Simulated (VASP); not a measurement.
# LiH: single point with r2SCAN

LiH:

```xyz
4
Lattice="2.8091 0.0000 0.0000 -1.4045 2.4327 0.0000 0.0000 0.0000 4.9212" Properties=species:S:1:pos:R:3 pbc="T T T"
Li    0.0000    0.0000    0.0000
Li    0.0000    0.0000    2.4606
H     0.0000    1.6218    1.2303
H     1.4045    0.8109    3.6909
```

This cell differs from its parent crystal: volume changed by +3%.

```
Program                : VASP 6.6.1
Task                   : single point
Functional             : r2SCAN
Potentials or basis    : VASP PAW PBE potentials, release 64 (Li_sv, H)
Cutoff                 : 520 eV
k mesh                 : 9 × 9 × 4
Occupations            : gaussian, width 0.01 eV
Spin                   : no spin polarisation
Dipole correction      : no
Further INCAR settings : ALGO = Normal; EDIFF = 1e-07; NBANDS = 12
```

```yaml
Band_gap_on_the_k_mesh: 5.09 eV, indirect (least direct gap 5.62 eV)
```

Levels at points of the mesh, in eV from the valence-band top:
```
           k point  band 1  band 2  band 3  band 4  band 5  band 6  band 7  band 8  band 9
(0.00, 0.00, 0.00)  -45.82  -45.76   -5.15   -2.90    5.27   15.54   16.90   17.60   17.60
(0.00, 0.00, 0.50)  -45.79  -45.79   -4.24   -4.24    9.26    9.26   16.77   16.77   19.03
```

It took 64 s on 1 thread of Intel(R) Xeon(R) Platinum 8488C (Sapphire Rapids) (shared host), peak memory 0.16 GiB.

 A k mesh can miss the band edges.
